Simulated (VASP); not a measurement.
# Cu (P6_3/mmc) in VASP: further runs

Cu is run at these levels: PBEsol; tasks: single point.

Everything below comes from runs of VASP 6.6.1. Logs are shortened: lines on timing, memory, paths and dates and some standing lists are left out, and cuts for length are marked.

**1. The cell of the first run**

Symmetry: P6_3/mmc, No. 194, hexagonal system. Conventional cell: a = 2.597 Å, b = 2.597 Å, c = 4.318 Å, α = 90.00°, β = 90.00°, γ = 120.00°. Within 3.4 Å of Cu (site symmetry -6m2) lie 12 Cu at 2.60 to 2.63 Å.

**2. Single point, PBEsol (strain +0.025 along x and y, +0.050 along z)**

The input, INCAR:

```
SYSTEM = Cu
  PREC = Accurate
  ENCUT = 520
  EDIFF = 1E-7
  ISMEAR = 0
  SIGMA = 0.15
  LREAL = .False.
  LASPH = .True.
  NELM = 100
  ALGO = Fast
  ISIF = 2
  LWAVE = .False.
  LCHARG = .False.
  GGA = PS
  NBANDS = 18
```

The input, KPOINTS:

```
regular mesh
0
Gamma
  24 24 12
  0 0 0
```

The input, POSCAR:

```
Cu
1.0
    2.5974490865      0.0000000000      0.0000000000
   -1.2987245433      2.2494568940      0.0000000000
    0.0000000000      0.0000000000      4.3181995500
Cu
2
Direct
    0.3333333333      0.6666666667      0.2500000000
    0.6666666667      0.3333333333      0.7500000000
```

Potentials or basis: VASP PAW PBE potentials, release 64 (Cu).

Launch:

```bash
cat potpaw_PBE.64/Cu/POTCAR > POTCAR
mpirun -np 1 vasp_std > vasp.out
```

OUTCAR:

```text
SYSTEM = Cu
   PREC = Accurate
   ENCUT = 520
   EDIFF = 1E-7
   ISMEAR = 0
   LREAL = .False.
   LASPH = .True.
   NELM = 100
   ISIF = 2
   GGA = PS

 ion  position               nearest neighbor table
   1  0.333  0.667  0.250-   2 2.63   2 2.63   2 2.63   2 2.63   2 2.63   2 2.63
   2  0.667  0.333  0.750-   1 2.63   1 2.63   1 2.63   1 2.63   1 2.63   1 2.63

  LATTYP: Found a hexagonal cell.
 ALAT       =     2.5974490865
 C/A-ratio  =     1.6624770712

  Lattice vectors:

 A1 = (   2.5974490865,   0.0000000000,   0.0000000000)
 A2 = (  -1.2987245433,   2.2494568940,   0.0000000000)
 A3 = (   0.0000000000,   0.0000000000,   4.3181995500)

Analysis of symmetry for initial positions (statically):
=====================================================================
 Subroutine PRICEL returns:
 Original cell was already a primitive cell.

 Routine SETGRP: Setting up the symmetry group for a
 hexagonal supercell.

 Subroutine GETGRP returns: Found 24 space group operations
 (whereof 12 operations were pure point group operations)
 out of a pool of 24 trial point group operations.

The static configuration has the point symmetry D_3d.
 The point group associated with its full space group is D_6h.

Analysis of symmetry for dynamics (positions and initial velocities):
=====================================================================
 Subroutine PRICEL returns:
 Original cell was already a primitive cell.

 Routine SETGRP: Setting up the symmetry group for a
 hexagonal supercell.

 Subroutine GETGRP returns: Found 24 space group operations
 (whereof 12 operations were pure point group operations)
 out of a pool of 24 trial point group operations.

The dynamic configuration has the point symmetry D_3d.
 The point group associated with its full space group is D_6h.

 Subroutine INISYM returns: Found 24 space group operations
 (whereof 12 operations are pure point group operations),
 and found     1 'primitive' translations

----------------------------------------------------------------------------------------

                                     Primitive cell

  volume of cell :      25.2306

  direct lattice vectors                    reciprocal lattice vectors
     2.597449087  0.000000000  0.000000000     0.384993109  0.222275875  0.000000000
    -1.298724543  2.249456894  0.000000000     0.000000000  0.444551751  0.000000000
     0.000000000  0.000000000  4.318199550     0.000000000  0.000000000  0.231577996

  length of vectors
     2.597449087  2.597449087  4.318199550     0.444551751  0.444551751  0.231577996

  position of ions in fractional coordinates (direct lattice)
     0.333333333  0.666666667  0.250000000
     0.666666667  0.333333333  0.750000000

  ion indices of the primitive-cell ions
   primitive index   ion index
                 1           1
                 2           2

----------------------------------------------------------------------------------------

 KPOINTS: regular mesh

Automatic generation of k-mesh.
 Grid dimensions read from file:
 generate k-points for:   24   24   12

 Generating k-lattice:

  Cartesian coordinates                     Fractional coordinates (reciprocal lattice)
     0.016041380  0.009261495  0.000000000     0.041666667  0.000000000  0.000000000
     0.000000000  0.018522990  0.000000000     0.000000000  0.041666667  0.000000000
     0.000000000  0.000000000  0.019298166     0.000000000  0.000000000  0.083333333

  Length of vectors
     0.018522990  0.018522990  0.019298166

  Shift w.r.t. Gamma in fractional coordinates (k-lattice)
     0.000000000  0.000000000  0.000000000

 Subroutine IBZKPT returns following result:
 ===========================================

 Found    427 irreducible k-points:

 Following reciprocal coordinates:
            Coordinates               Weight
  0.000000  0.000000  0.000000      1.000000
  0.041667  0.000000  0.000000      6.000000
  0.083333  0.000000  0.000000      6.000000
  0.125000  0.000000  0.000000      6.000000
  0.166667  0.000000  0.000000      6.000000
  0.208333  0.000000  0.000000      6.000000
[... 16 lines left out ...]
  0.416667  0.041667  0.000000     12.000000
  0.458333  0.041667  0.000000     12.000000
 [... further k-points ...]
   k-points           NKPTS =    427   k-points in BZ     NKDIM =    427   number of bands    NBANDS=     18
   number of dos      NEDOS =    301   number of ions     NIONS =      2
   total plane-waves  NPLWV =  12800
   dimension x,y,z NGX =    20 NGY =   20 NGZ =   32
   dimension x,y,z NGXF=    40 NGYF=   40 NGZF=   64
   ions per type =               2
   NGX,Y,Z   is equivalent  to a cutoff of  12.80, 12.80, 12.32 a.u.
   NGXF,Y,Z  is equivalent  to a cutoff of  25.60, 25.60, 24.64 a.u.
 SYSTEM =  Cu
   PREC   = accura    normal or accurate (medium, high low for compatibility)
   ISTART =      0    job   : 0-new  1-cont  2-samecut
   ICHARG =      2    charge: 1-file 2-atom 10-const
   ISPIN  =      1    spin polarized calculation?
   LNONCOLLINEAR =      F non collinear calculations
   LSORBIT =      F    spin-orbit coupling
   LASPH  =      T    aspherical Exc in radial PAW
   ENCUT  =  520.0 eV  38.22 Ry    6.18 a.u.   4.83  4.83  8.03*2*pi/ulx,y,z
   NELM   =    100;   NELMIN=  2; NELMDL= -5     # of ELM steps
   EDIFF  = 0.1E-06   stopping-criterion for ELM
   LREAL  =      F    real-space projection
   EDIFFG = 0.1E-05   stopping-criterion for IOM
   NSW    =      0    number of steps for IOM
   IBRION =     -1    ionic relax: 0-MD 1-quasi-New 2-CG
   NFREE  =      0    steps in history (QN), initial steepest desc. (CG)
   ISIF   =      2    stress and relaxation
   ISYM   =      2    0-nonsym 1-usesym 2-fastsym
   POTIM  = 0.5000    time-step for ionic-motion
   TEBEG  =    0.0;   TEEND  =   0.0 temperature during run
   PSTRESS=    0.0 pullay stress
   NELECT =      22.0000    total number of electrons
   NUPDOWN=      -1.0000    fix difference up-down
   EMIN   =  10.00;   EMAX   =-10.00  energy-range for DOS
   EFERMI =   0.00;   METHOD = LEGACY
   ISMEAR =     0;   SIGMA  =   0.15  broadening in eV -4-tet -1-fermi 0-gaus
   EFERMI_NEDOS =   21; number of points for ismear=-14 and -15
   IALGO  =     68    algorithm
   IMIX   =      4    mixing-type and parameters
     AMIX     =   0.40;   BMIX     =  1.00
     AMIX_MAG =   1.60;   BMIX_MAG =  1.00
  volume/ion in A,a.u.               =      12.62        85.13
  Fermi-wavevector in a.u.,A,eV,Ry     =   1.564011  2.955553 33.281642  2.446132
  Thomas-Fermi vector in A             =   2.666698
   LORBIT       =      0    0 simple, 1 ext, 2 COOP (PROOUT), +10 PAW based schemes
   GGA     = PS    functional components
   LHFCALC =     F    Hartree Fock is set to
   AEXX    =    0.0000 exact exchange contribution
   IVDW    =     0    specifies the selected vdW correction
   LEPSILON=     F    determine dielectric tensor
   LRPA    =     F    only Hartree local field effects (RPA)
 non-spin polarized calculation
 RMM-DIIS sequential band-by-band and
 Gauss-broadening in eV      SIGMA  =   0.15
  energy-cutoff  :      520.00
  volume of cell :       25.23
 maximum number of plane-waves:       701
 NGX is ok and might be reduce to    20
   NGX =  9   NGY =  9   NGZ = 17

 number of electron      22.0000019 magnetization

 Free energy of the ion-electron system (eV)
  ---------------------------------------------------
  ext. energy  EPLUGINS =         0.00000000
  ---------------------------------------------------
  free energy    TOTEN  =        -8.49194837 eV

  energy without entropy =       -8.48454380  energy(sigma->0) =       -8.48824609

 E-fermi :   6.5965     XC(G=0): -12.5268

 val. band max:        6.5912604751   @ k =   0.2917   0.0417   0.3333
 cond. band min:       6.6033740515   @ k =   0.4583   0.0417   0.3333
 fundamental gap:      0.0121135765
 Fermi energy:         6.5965329168

 k-point     1 :       0.0000    0.0000    0.0000
  band No.  band energies     occupation
      1      -2.2826      2.00000
      2       1.8398      2.00000
      3       3.7266      2.00000
      4       3.8386      2.00000
      5       3.8386      2.00000
      6       4.0130      2.00000
[... 10 lines left out ...]
     17      29.2414      0.00000
     18      29.3818      0.00000

 k-point     2 :       0.0417    0.0000    0.0000
  band No.  band energies     occupation
      1      -2.2282      2.00000
      2       1.8725      2.00000
      3       3.7074      2.00000
      4       3.8537      2.00000
      5       3.8576      2.00000
      6       4.0028      2.00000
[... 10 lines left out ...]
     17      29.3005      0.00000
     18      30.0820      0.00000

 k-point     3 :       0.0833    0.0000    0.0000
  band No.  band energies     occupation
      1      -2.0657      2.00000
      2       1.9673      2.00000
      3       3.6573      2.00000
      4       3.8896      2.00000
      5       3.9138      2.00000
      6       3.9779      2.00000
[... 10 lines left out ...]
     17      29.4786      0.00000
     18      30.5891      0.00000

 k-point     4 :       0.1250    0.0000    0.0000
  band No.  band energies     occupation
      1      -1.7977      2.00000
      2       2.1136      2.00000
      3       3.5867      2.00000
      4       3.8957      2.00000
      5       3.9534      2.00000
      6       3.9900      2.00000
[... 375 lines left out ...]
      4       3.5637      2.00000
      5       3.8343      2.00000
      6       3.9129      2.00000
[... 10 lines left out ...]
     17      19.4424      0.00000
     18      25.6442      0.00000

 k-point    23 :       0.4167    0.0417    0.0000
  band No.  band energies     occupation
      1       1.9591      2.00000
      2       2.4585      2.00000
      3       2.6549      2.00000
      4       3.6991      2.00000
      5       3.8155      2.00000
      6       3.8681      2.00000
[... 10 lines left out ...]
     17      19.0987      0.00000
     18      25.5264      0.00000

 k-point    24 :       0.4583    0.0417    0.0000
  band No.  band energies     occupation
      1       2.1327      2.00000
      2       2.4078      2.00000
      3       2.6258      2.00000
      4       3.8024      2.00000
      5       3.8105      2.00000
      6       3.8403      2.00000
[... 10 lines left out ...]
     17      18.9450      0.00000
     18      25.4690      0.00000

 [... further k-points ...]
[... 5 lines left out ...]
  --------------------------------------------------------------------------------------
  -------------------------------------------------------------------------------------
  Total       -1.9825406     -1.9825406     -2.2503194      0.0000000     -0.0000000     -0.0000000
  in kB     -125.8940613   -125.8940613   -142.8983853      0.0000000     -0.0000000     -0.0000000
  external PRESSURE =    -131.5621693 kB  Pullay stress =       0.0000000 kB

 VOLUME and BASIS-vectors are now :
 -----------------------------------------------------------------------------
  energy-cutoff  :      520.00
  volume of cell :       25.23
      direct lattice vectors                 reciprocal lattice vectors
     2.597449087  0.000000000  0.000000000     0.384993109  0.222275875  0.000000000
    -1.298724543  2.249456894  0.000000000     0.000000000  0.444551751  0.000000000
     0.000000000  0.000000000  4.318199550     0.000000000  0.000000000  0.231577996

 POSITION                                       TOTAL-FORCE (eV/Angst)
 -----------------------------------------------------------------------------------
     -0.00000      1.49964      1.07955        -0.000000      0.000000      0.000000
      1.29872      0.74982      3.23865         0.000000     -0.000000      0.000000
 -----------------------------------------------------------------------------------
    total drift:                               -0.000000      0.000000     -0.000000

  FREE ENERGIE OF THE ION-ELECTRON SYSTEM (eV)
  ---------------------------------------------------
  free  energy   TOTEN  =        -8.4919483736 eV

  energy  without entropy=       -8.4845438042  energy(sigma->0) =       -8.48824609
```

It took 2.2 min on 1 thread of Intel Xeon Platinum 8488C (Sapphire Rapids), shared host; peak memory 0.26 GiB.

Results:

```yaml
Free_energy: -8.4919 eV
Pressure: -13.2 GPa
Band_gap_on_the_k_mesh: zero (band 11 reaches 10.57 eV, above the bottom of band 12 at 4.76 eV)
```

Caveat: the cell differs from its parent crystal (strain +0.025 along x and y, +0.050 along z); the PAW data sets were made with another functional, which shifts forces and pressure a little.

**3. Single point, PBEsol (strain +0.050 along x and y, +0.025 along z)**

The input, INCAR:

```
SYSTEM = Cu
  PREC = Accurate
  ENCUT = 520
  EDIFF = 1E-6
  ISMEAR = 0
  SIGMA = 0.15
  LREAL = .False.
  LASPH = .True.
  NELM = 80
  ALGO = Fast
  ISIF = 2
  LWAVE = .False.
  LCHARG = .True.
  GGA = PS
  LELF = .True.
  LVHAR = .True.
  NBANDS = 18
```

The input, KPOINTS:

```
Automatic mesh
0
Gamma
  24 24 12
  0 0 0
```

The input, POSCAR:

```
Cu
1.0
    2.6608015033      0.0000000000      0.0000000000
   -1.3304007516      2.3043216963      0.0000000000
    0.0000000000      0.0000000000      4.2153852750
Cu
2
Direct
    0.3333333333      0.6666666667      0.2500000000
    0.6666666667      0.3333333333      0.7500000000
```

Potentials or basis: VASP PAW PBE potentials, release 64 (Cu).

Launch:

```bash
cat potpaw_PBE.64/Cu/POTCAR > POTCAR
mpirun -np 1 vasp_std > vasp.out
```

Run time: 1.9 min. Hardware: 1 thread of Intel Xeon Platinum 8488C (Sapphire Rapids), shared host; peak memory 0.27 GiB.

The run converged. Its results:

* Free energy: -8.4314 eV
* Pressure: -15.2 GPa
* Band gap on the k mesh: zero (band 11 reaches 10.02 eV, above the bottom of band 12 at 4.52 eV)

Stress tensor (GPa, compression positive):
```
-16.50   0.00   0.00
  0.00 -16.50   0.00
  0.00   0.00 -12.49
```

Levels at points of the mesh, in eV from the Fermi level:
```tsv
k point	band 9	band 10	band 11	band 12	band 13	band 14
(0.00, 0.00, 0.00)	-2.34	-1.61	-1.61	-0.51	3.72	19.73
(0.50, 0.00, 0.00)	-1.48	-1.47	-0.05	1.26	7.45	7.83
(0.00, 0.00, 0.50)	-1.81	-1.81	-1.81	-1.81	12.45	12.45
(0.50, 0.00, 0.50)	-1.52	-1.52	0.54	0.54	4.28	4.28
```

Caveat: the cell differs from its parent crystal (strain +0.050 along x and y, +0.025 along z); the PAW data sets were made with another functional, which shifts forces and pressure a little.

**4. Single point, PBEsol (strain +0.050 along x and y, +0.050 along z)**

The input, INCAR:

```
SYSTEM = Cu
ALGO = Fast
EDIFF = 1E-6
ENCUT = 520
GGA = PS
ISIF = 2
ISMEAR = 0
LASPH = .TRUE.
LCHARG = .TRUE.
LELF = .TRUE.
LREAL = .FALSE.
LVHAR = .TRUE.
LWAVE = .FALSE.
NBANDS = 18
NELM = 100
PREC = Accurate
SIGMA = 0.15
```

The input, KPOINTS:

```
k-points
0
G
  24 24 12
  0 0 0
```

POSCAR, as its differences from that of step 3:

```diff
@@ -4,3 +4,3 @@
    -1.3304007516      2.3043216963      0.0000000000
-    0.0000000000      0.0000000000      4.2153852750
+    0.0000000000      0.0000000000      4.3181995500
 Cu
```

Launch:

```bash
cat potpaw_PBE.64/Cu/POTCAR > POTCAR
mpirun -np 1 vasp_std > vasp.out
```

It took 1.7 min on 1 thread of Intel Xeon Platinum 8488C (Sapphire Rapids), shared host; peak memory 0.27 GiB.

It converged, with:

- Free energy: -8.3753 eV
- Pressure: -17.0 GPa
- Band gap on the k mesh: zero (band 11 reaches 9.82 eV, above the bottom of band 12 at 4.28 eV)

Stress tensor (GPa, compression positive):
```
-17.43   0.00   0.00
  0.00 -17.43   0.00
  0.00   0.00 -16.23
```

Levels at points of the mesh, in eV from the Fermi level:
```csv
k point,band 7,band 8,band 9,band 10,band 11,band 12,band 13,band 14,band 15,band 16
"(0.00, 0.00, 0.00)",-2.46,-2.23,-2.23,-1.59,-1.59,-0.65,3.29,19.89,19.89,20.34
"(0.50, 0.00, 0.00)",-2.42,-1.52,-1.47,-1.44,0.01,1.31,7.26,7.49,9.89,10.01
"(0.00, 0.00, 0.50)",-2.67,-2.67,-1.78,-1.78,-1.78,-1.78,11.66,11.66,20.99,20.99
"(0.50, 0.00, 0.50)",-1.72,-1.72,-1.47,-1.47,0.59,0.59,4.22,4.22,14.86,14.86
```

Caveat: the cell differs from its parent crystal (strain +0.050 along x and y, +0.050 along z); the PAW data sets were made with another functional, which shifts forces and pressure a little.

**5. Overview**

```csv
cell,further INCAR settings,gap on the mesh (eV),pressure (GPa)
"a = 2.597, b = 2.597, c = 4.318 Å, angles 90.0, 90.0, 120.0°, 2 atoms",ALGO = Fast; EDIFF = 1e-07; NBANDS = 18,none,-13.2
"a = 2.661, b = 2.661, c = 4.215 Å, angles 90.0, 90.0, 120.0°, 2 atoms",ALGO = Fast; EDIFF = 1e-06; NBANDS = 18,none,-15.2
"a = 2.661, b = 2.661, c = 4.318 Å, angles 90.0, 90.0, 120.0°, 2 atoms",ALGO = Fast; EDIFF = 1e-06; NBANDS = 18,none,-17.0
```

Alike in all rows: task single point; level PBEsol; potentials or basis VASP PAW PBE potentials, release 64 (Cu); no spin polarisation; k mesh 24 × 24 × 12; cutoff (eV) 520; smearing gaussian 0.15 eV.

Caveats: the PAW data sets were made with another functional, which shifts forces and pressure a little.

Absolute energies hang on the potentials; compare differences alone.
